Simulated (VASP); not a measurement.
Set up this calculation in VASP 6.6.1, as the native input.

| Property | Result |
| --- | --- |
| Task | single point |
| Functional | PBE |
| Dispersion | D3(BJ) |
| Potentials or basis | VASP PAW PBE potentials, release 64 (Hf_pv, O) |
| Cutoff | 520 eV |
| k mesh | 5 × 6 × 5 |
| Occupations | fermi-dirac, width 0.05 eV |
| Spin | no spin polarisation |
| Dipole correction | no |
| Further INCAR settings | ALGO = Normal; EDIFF = 1e-07; NBANDS = 56 |

The structure of HfO2 lies in POSCAR:

```
HfO2
1.0
    5.3218317680      0.0000000000      0.0000000000
    0.0000000000      5.1029212315      0.0000000000
    0.0000000000      0.0000000000      5.1313902082
Hf O
4 8
Direct
    0.9669940000      0.7325208200      0.7414403500
    0.5330060000      0.7325208200      0.2414403500
    0.4669940000      0.2674791800      0.7414403500
    0.0330060000      0.2674791800      0.2414403500
    0.6321274500      0.9286454000      0.8792672600
    0.8678725500      0.9286454000      0.3792672600
    0.2339485200      0.5398830500      0.4922923900
    0.2660514800      0.5398830500      0.9922923900
    0.7660514800      0.4601169500      0.9922923900
    0.7339485200      0.4601169500      0.4922923900
    0.1321274500      0.0713546000      0.8792672600
    0.3678725500      0.0713546000      0.3792672600
```

The input as run:

INCAR

```
ALGO = Normal ; EDIFF = 1E-7
ENCUT = 520 ; GGA = PE
ISIF = 2 ; ISMEAR = -1
IVDW = 12 ; LASPH = T
LCHARG = F ; LREAL = F
LWAVE = F ; NBANDS = 56
NELM = 60 ; PREC = Accurate
SIGMA = 0.05
```

KPOINTS

```
k-points
0
Gamma
  5 6 5
```

Potentials or basis: VASP PAW PBE potentials, release 64 (Hf_pv, O).

The run is started by

```bash
$ cat potpaw_PBE.64/Hf_pv/POTCAR potpaw_PBE.64/O/POTCAR > POTCAR
$ mpirun -np 1 vasp_std > vasp.out
```

It gave:

```json
{
  "Pressure": "-11.0 GPa",
  "Largest force": "0.183 eV/Å",
  "Band gap on the k mesh": "4.23 eV (least direct gap 4.44 eV)",
  "Dispersion energy per atom": "-0.224 eV"
}
```

Caveat: the cell stands under tension; spin-orbit coupling is left out, which moves the levels of the heavy elements; an odd mesh through Γ misses points on the zone boundary, where band edges can lie.

It took 2.7 min on 1 thread of Intel(R) Xeon(R) 6975P-C (Granite Rapids), on a shared host, peak memory 0.37 GiB.
